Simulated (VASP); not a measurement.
# Mg3Sb2 (P-3m1) in VASP: further runs, part 2 of 2

VASP 6.6.1. Earlier steps stand in the parts before.

## Step 6: Single point, PBEsol

This run uses another cell than the first one, of 25.78 Å³/atom.

INCAR

```
PREC = Accurate ; ENCUT = 600
EDIFF = 1E-6 ; ISMEAR = -1
SIGMA = 0.02 ; LREAL = False
LASPH = True ; NELM = 120
ALGO = Normal ; ISIF = 2
LWAVE = False ; LCHARG = True
GGA = PS ; LELF = True
LVHAR = True ; NBANDS = 16
GGA_COMPAT = False
```

KPOINTS

```
regular mesh
0
Gamma
  6 6 4
```

POSCAR

```
Mg3Sb2
1.0
    4.5548116161      0.0000000000      0.0000000000
   -2.2774058080      3.9445825690      0.0000000000
    0.0000000000      0.0000000000      7.1731037047
Mg Sb
3 2
Direct
    0.3333333333      0.6666666667      0.6327654501
    0.6666666667      0.3333333333      0.3672345499
    0.0000000000      0.0000000000      0.0000000000
    0.3333333333      0.6666666667      0.2241433546
    0.6666666667      0.3333333333      0.7758566454
```

Potentials or basis: VASP PAW PBE potentials, release 64 (Mg, Sb).

The run is started by

```
$ cat potpaw_PBE.64/Mg/POTCAR potpaw_PBE.64/Sb/POTCAR > POTCAR
$ mpirun -np 1 vasp_std > vasp.out
```

OUTCAR:

```text
PREC = Accurate
   ENCUT = 600
   EDIFF = 1E-6
   ISMEAR = -1
   LREAL = False
   LASPH = True
   NELM = 120
   ISIF = 2
   GGA = PS

 ion  position               nearest neighbor table
   1  0.333  0.667  0.633-   5 2.82   5 2.82   5 2.82   4 2.93   2 3.25   2 3.25   2 3.25
   2  0.667  0.333  0.367-   4 2.82   4 2.82   4 2.82   5 2.93   1 3.25   1 3.25   1 3.25
   3  0.000  0.000  0.000-   4 3.08   5 3.08   4 3.08   5 3.08   5 3.08   4 3.08
   4  0.333  0.667  0.224-   2 2.82   2 2.82   2 2.82   1 2.93   3 3.08   3 3.08   3 3.08
   5  0.667  0.333  0.776-   1 2.82   1 2.82   1 2.82   2 2.93   3 3.08   3 3.08   3 3.08

  LATTYP: Found a hexagonal cell.
 ALAT       =     4.5548116161
 C/A-ratio  =     1.5748409175

  Lattice vectors:

 A1 = (   4.5548116161,   0.0000000000,   0.0000000000)
 A2 = (  -2.2774058080,   3.9445825690,   0.0000000000)
 A3 = (   0.0000000000,   0.0000000000,   7.1731037047)

Analysis of symmetry for initial positions (statically):
=====================================================================
 Subroutine PRICEL returns:
 Original cell was already a primitive cell.

 Routine SETGRP: Setting up the symmetry group for a
 hexagonal supercell.

 Subroutine GETGRP returns: Found 12 space group operations
 (whereof 12 operations were pure point group operations)
 out of a pool of 24 trial point group operations.

The static configuration has the point symmetry D_3d.

Analysis of symmetry for dynamics (positions and initial velocities):
=====================================================================
 Subroutine PRICEL returns:
 Original cell was already a primitive cell.

 Routine SETGRP: Setting up the symmetry group for a
 hexagonal supercell.

 Subroutine GETGRP returns: Found 12 space group operations
 (whereof 12 operations were pure point group operations)
 out of a pool of 24 trial point group operations.

The dynamic configuration has the point symmetry D_3d.

 Subroutine INISYM returns: Found 12 space group operations
 (whereof 12 operations are pure point group operations),
 and found     1 'primitive' translations

----------------------------------------------------------------------------------------

                                     Primitive cell

  volume of cell :     128.8779

  direct lattice vectors                    reciprocal lattice vectors
     4.554811616  0.000000000  0.000000000     0.219548048  0.126756125  0.000000000
    -2.277405808  3.944582569  0.000000000     0.000000000  0.253512249  0.000000000
     0.000000000  0.000000000  7.173103705     0.000000000  0.000000000  0.139409667

  length of vectors
     4.554811616  4.554811616  7.173103705     0.253512249  0.253512249  0.139409667

  position of ions in fractional coordinates (direct lattice)
     0.333333333  0.666666667  0.632765450
     0.666666667  0.333333333  0.367234550
     0.000000000  0.000000000  0.000000000
     0.333333333  0.666666667  0.224143355
     0.666666667  0.333333333  0.775856645

  ion indices of the primitive-cell ions
   primitive index   ion index
                 1           1
                 2           2
                 3           3
                 4           4
                 5           5

----------------------------------------------------------------------------------------

[... 29 lines left out ...]
  0.500000  0.000000  0.000000      3.000000
  0.166667  0.166667  0.000000      6.000000
  0.333333  0.166667  0.000000     12.000000
[... 16 lines left out ...]
  0.333333  0.166667  0.500000     12.000000
  0.333333  0.333333  0.500000      2.000000
   k-points           NKPTS =     24   k-points in BZ     NKDIM =     24   number of bands    NBANDS=     16
   number of dos      NEDOS =    301   number of ions     NIONS =      5
   total plane-waves  NPLWV =  77760
   dimension x,y,z NGX =    36 NGY =   36 NGZ =   60
   dimension x,y,z NGXF=    72 NGYF=   72 NGZF=  120
   ions per type =               3   2
   NGX,Y,Z   is equivalent  to a cutoff of  13.14, 13.14, 13.91 a.u.
   NGXF,Y,Z  is equivalent  to a cutoff of  26.28, 26.28, 27.81 a.u.
 SYSTEM =  unknown system
   PREC   = accura    normal or accurate (medium, high low for compatibility)
   ISTART =      0    job   : 0-new  1-cont  2-samecut
   ICHARG =      2    charge: 1-file 2-atom 10-const
   ISPIN  =      1    spin polarized calculation?
   LNONCOLLINEAR =      F non collinear calculations
   LSORBIT =      F    spin-orbit coupling
   LASPH  =      T    aspherical Exc in radial PAW
   ENCUT  =  600.0 eV  44.10 Ry    6.64 a.u.   9.10  9.10 14.33*2*pi/ulx,y,z
   NELM   =    120;   NELMIN=  2; NELMDL= -5     # of ELM steps
   EDIFF  = 0.1E-05   stopping-criterion for ELM
   LREAL  =      F    real-space projection
   EDIFFG = 0.1E-04   stopping-criterion for IOM
   NSW    =      0    number of steps for IOM
   IBRION =     -1    ionic relax: 0-MD 1-quasi-New 2-CG
   NFREE  =      0    steps in history (QN), initial steepest desc. (CG)
   ISIF   =      2    stress and relaxation
   ISYM   =      2    0-nonsym 1-usesym 2-fastsym
   POTIM  = 0.5000    time-step for ionic-motion
   TEBEG  =    0.0;   TEEND  =   0.0 temperature during run
   PSTRESS=    0.0 pullay stress
   NELECT =      16.0000    total number of electrons
   NUPDOWN=      -1.0000    fix difference up-down
   EMIN   =  10.00;   EMAX   =-10.00  energy-range for DOS
   EFERMI =   0.00;   METHOD = LEGACY
   ISMEAR =    -1;   SIGMA  =   0.02  broadening in eV -4-tet -1-fermi 0-gaus
   EFERMI_NEDOS =   21; number of points for ismear=-14 and -15
   IALGO  =     38    algorithm
   IMIX   =      4    mixing-type and parameters
     AMIX     =   0.40;   BMIX     =  1.00
     AMIX_MAG =   1.60;   BMIX_MAG =  1.00
  volume/ion in A,a.u.               =      25.78       173.94
  Fermi-wavevector in a.u.,A,eV,Ry     =   0.816686  1.543313  9.074768  0.666977
  Thomas-Fermi vector in A             =   1.926999
   LORBIT       =      0    0 simple, 1 ext, 2 COOP (PROOUT), +10 PAW based schemes
   GGA     = PS    functional components
   LHFCALC =     F    Hartree Fock is set to
   AEXX    =    0.0000 exact exchange contribution
   IVDW    =     0    specifies the selected vdW correction
   LEPSILON=     F    determine dielectric tensor
   LRPA    =     F    only Hartree local field effects (RPA)
 non-spin polarized calculation
  energy-cutoff  :      600.00
  volume of cell :      128.88
 maximum number of plane-waves:      4353
   NGX = 19   NGY = 19   NGZ = 29

 number of electron      16.0000000 magnetization

 Free energy of the ion-electron system (eV)
  ---------------------------------------------------
  ext. energy  EPLUGINS =         0.00000000
  ---------------------------------------------------
  free energy    TOTEN  =       -16.14805153 eV

  energy without entropy =      -16.14799159  energy(sigma->0) =      -16.14802156

 E-fermi :   4.6441     XC(G=0):  -8.9500

 val. band max:        4.5656966314   @ k =   0.0000   0.0000   0.0000
 cond. band min:       4.7393727423   @ k =   0.3333   0.3333   0.0000
 fundamental gap:      0.1736761109
 Fermi energy:         4.6441459721

 k-point     1 :       0.0000    0.0000    0.0000
  band No.  band energies     occupation
      1      -5.8971      2.00000
      2      -4.5892      2.00000
      3      -0.4865      2.00000
      4       3.3848      2.00000
      5       3.3848      2.00000
      6       4.1127      2.00000
[... 433 lines left out ...]
      3       0.1271      2.00000
      4       0.1271      2.00000
      5       0.4258      2.00000
      6       1.1211      2.00000
[... 8 lines left out ...]
     15       9.5957      0.00000
     16       9.9150      0.00000

------------------------ aborting loop because EDIFF is reached ----------------------------------------

  FORCE on cell =-STRESS in cart. coord.  units (eV):
  Direction    XX          YY          ZZ          XY          YZ          ZX
  --------------------------------------------------------------------------------------
  -------------------------------------------------------------------------------------
  Total        0.0733186      0.0733186      0.0747100      0.0000000      0.0000000      0.0000000
  in kB        0.9114783      0.9114783      0.9287759      0.0000000      0.0000000      0.0000000
  external PRESSURE =       0.9172442 kB  Pullay stress =       0.0000000 kB

 VOLUME and BASIS-vectors are now :
 -----------------------------------------------------------------------------
  energy-cutoff  :      600.00
  volume of cell :      128.88
      direct lattice vectors                 reciprocal lattice vectors
     4.554811616  0.000000000  0.000000000     0.219548048  0.126756125  0.000000000
    -2.277405808  3.944582569  0.000000000     0.000000000  0.253512249  0.000000000
     0.000000000  0.000000000  7.173103705     0.000000000  0.000000000  0.139409667

 POSITION                                       TOTAL-FORCE (eV/Angst)
 -----------------------------------------------------------------------------------
     -0.00000      2.62972      4.53889         0.000000      0.000000     -0.001821
      2.27741      1.31486      2.63421         0.000000     -0.000000      0.001821
      0.00000      0.00000      0.00000         0.000000     -0.000000      0.000000
     -0.00000      2.62972      1.60780         0.000000      0.000000     -0.018962
      2.27741      1.31486      5.56530        -0.000000     -0.000000      0.018962
 -----------------------------------------------------------------------------------
    total drift:                                0.000000     -0.000000     -0.000000

  FREE ENERGIE OF THE ION-ELECTRON SYSTEM (eV)
  ---------------------------------------------------
  free  energy   TOTEN  =       -16.1480515342 eV

  energy  without entropy=      -16.1479915946  energy(sigma->0) =      -16.14802156
```

OSZICAR:

```text
N       E                     dE             d eps       ncg     rms          rms(c)
DAV:   1     0.459038579573E+02    0.45904E+02   -0.55343E+03   768   0.848E+02
DAV:   2    -0.132297499395E+02   -0.59134E+02   -0.53382E+02  1000   0.121E+02
DAV:   3    -0.167379045941E+02   -0.35082E+01   -0.34623E+01  1016   0.300E+01
DAV:   4    -0.167798756719E+02   -0.41971E-01   -0.41966E-01   920   0.384E+00
DAV:   5    -0.167806253446E+02   -0.74967E-03   -0.74966E-03  1040   0.575E-01    0.430E+00
DAV:   6    -0.162680322168E+02    0.51259E+00   -0.50630E-01   944   0.284E+00    0.256E+00
DAV:   7    -0.161518951479E+02    0.11614E+00   -0.36788E-01   992   0.244E+00    0.103E+00
DAV:   8    -0.161481077525E+02    0.37874E-02   -0.20080E-02   824   0.731E-01    0.622E-02
DAV:   9    -0.161480340239E+02    0.73729E-04   -0.58414E-04   968   0.158E-01    0.671E-02
DAV:  10    -0.161480449821E+02   -0.10958E-04   -0.54786E-05   976   0.416E-02    0.290E-02
DAV:  11    -0.161480520380E+02   -0.70559E-05   -0.16934E-05   896   0.189E-02    0.497E-03
DAV:  12    -0.161480515342E+02    0.50378E-06   -0.29868E-06   920   0.816E-03
   1 F= -.16148052E+02 E0= -.16148022E+02  d E =-.599397E-04
```

It took 51 s on 1 thread of Intel Xeon 6975P-C (Granite Rapids), shared host; peak memory 0.28 GiB.

Results:

```yaml
Free_energy: -16.1481 eV
Pressure: 0.1 GPa
Largest_force: 0.019 eV/Å
Band_gap_on_the_k_mesh: 0.17 eV (least direct gap 1.09 eV)
```

Forces on the atoms (eV/Å):
```
Mg   0.000  0.000 -0.002
Mg   0.000  0.000  0.002
Mg   0.000  0.000  0.000
Sb   0.000  0.000 -0.019
Sb   0.000  0.000  0.019
```

Levels at points of the mesh, in eV from the valence-band top:
| k point | band 4 | band 5 | band 6 | band 7 | band 8 | band 9 | band 10 | band 11 | band 12 | band 13 |
| --- | --- | --- | --- | --- | --- | --- | --- | --- | --- | --- |
| (0.00, 0.00, 0.00) | -1.18 | -1.18 | -0.45 | -0.45 | 0.00 | 1.09 | 1.13 | 2.97 | 2.97 | 3.79 |
| (0.50, 0.00, 0.00) | -3.87 | -3.36 | -2.41 | -2.29 | -0.95 | 0.28 | 1.91 | 2.08 | 2.73 | 5.02 |
| (0.00, 0.00, 0.50) | -3.10 | -0.84 | -0.84 | -0.82 | -0.82 | 1.66 | 1.83 | 2.62 | 2.62 | 3.46 |
| (0.50, 0.00, 0.50) | -4.72 | -1.97 | -1.73 | -1.70 | -1.60 | 0.45 | 1.21 | 1.69 | 2.07 | 4.52 |

Caveat: the PAW data sets were made with another functional, which shifts forces and pressure a little; spin-orbit coupling is left out, which moves the levels of the heavy elements.

## Step 7: Summary

| task | level | potentials or basis | cell | cutoff (eV) | gap on the mesh (eV) | pressure (GPa) | relaxed volume (Å³/atom) | largest force (eV/Å) |
| --- | --- | --- | --- | --- | --- | --- | --- | --- |
| relaxation of cell and atoms | PBEsol | VASP PAW PBE potentials, release 64 (Mg, Sb) | relaxed from a = 4.582, b = 4.582, c = 7.244 Å, angles 90.0, 90.0, 120.0°, 5 atoms, atomic positions A | 600 | 0.17 | 0.0 | 25.82 | 0.01 |
| relaxation of cell and atoms | LDA | VASP PAW LDA potentials, release 64 (Mg, Sb) | relaxed from a = 4.582, b = 4.582, c = 7.244 Å, angles 90.0, 90.0, 120.0°, 5 atoms, atomic positions A | 600 | 0.14 | 0.0 | 24.95 | - |
| relaxation of cell and atoms | r2SCAN | VASP PAW PBE potentials, release 64 (Mg, Sb) | relaxed from a = 4.582, b = 4.582, c = 7.244 Å, angles 90.0, 90.0, 120.0°, 5 atoms, atomic positions A | 660 | 0.56 | 0.0 | 26.18 | 0.01 |
| single point | LDA | VASP PAW LDA potentials, release 64 (Mg, Sb) | a = 4.502, b = 4.502, c = 7.106 Å, angles 90.0, 90.0, 120.0°, 5 atoms, atomic positions B | 600 | 0.14 | 0.0 | - | 0.02 |
| single point | PBEsol | VASP PAW PBE potentials, release 64 (Mg, Sb) | a = 4.555, b = 4.555, c = 7.173 Å, angles 90.0, 90.0, 120.0°, 5 atoms, atomic positions B | 600 | 0.17 | 0.1 | - | 0.02 |

Alike in all rows: no spin polarisation; k mesh 6 × 6 × 4; smearing fermi-dirac 0.02 eV.

Caveats: spin-orbit coupling is left out, which moves the levels of the heavy elements; the PAW data sets were made with another functional, which shifts forces and pressure a little (at least some runs).

Total energies depend on the potentials used, so only differences within one code and one set of settings carry meaning.
